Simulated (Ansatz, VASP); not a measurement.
## Al2O3: VASP beside Ansatz

```
CELL_PARAMETERS angstrom
3.11507 0.00000 0.00000
-1.55754 2.69773 0.00000
0.00000 0.00000 10.08369
ATOMIC_POSITIONS crystal
Al 0.00000 0.00000 0.14999
Al 0.00000 0.00000 0.85001
O 0.33333 0.66667 0.22232
O 0.66667 0.33333 0.00000
O 0.33333 0.66667 0.77768
```

Change from the starting cell: strain +0.080 along x and y, +0.080 along z, atoms carried along.

Alike in both runs: task single point; functional r2SCAN; k mesh 12 × 12 × 4; occupations gaussian, width 0.05 eV; no spin polarisation.

```csv
,VASP,Ansatz
version,VASP 6.6.1,Ansatz 0.2.0
potentials or method,"VASP PAW PBE potentials, release 64 (Al, O), cutoff 520 eV","scalar-relativistic, plane waves, PAW"
valence electrons in the cell,24,24
```

```csv
,VASP,Ansatz,Ansatz less VASP
gap on the k mesh at the Fermi level (eV),3.67,3.69,+0.023
least direct gap on the mesh (eV),3.79,3.81,+0.022
pressure (GPa),-24.6,-24.4,+0.20
"traceless stress, the component that is largest in VASP (GPa)",8.13,8.23,+0.098
rms of the force components (eV/Å),0.889,0.874,-0.0144
```

VASP's potentials were made for PBE, not for r2SCAN. Atom by atom the forces differ by 0.015 eV/Å (rms over components). With one functional, cell and mesh, what is left measures potentials, basis and numerics.
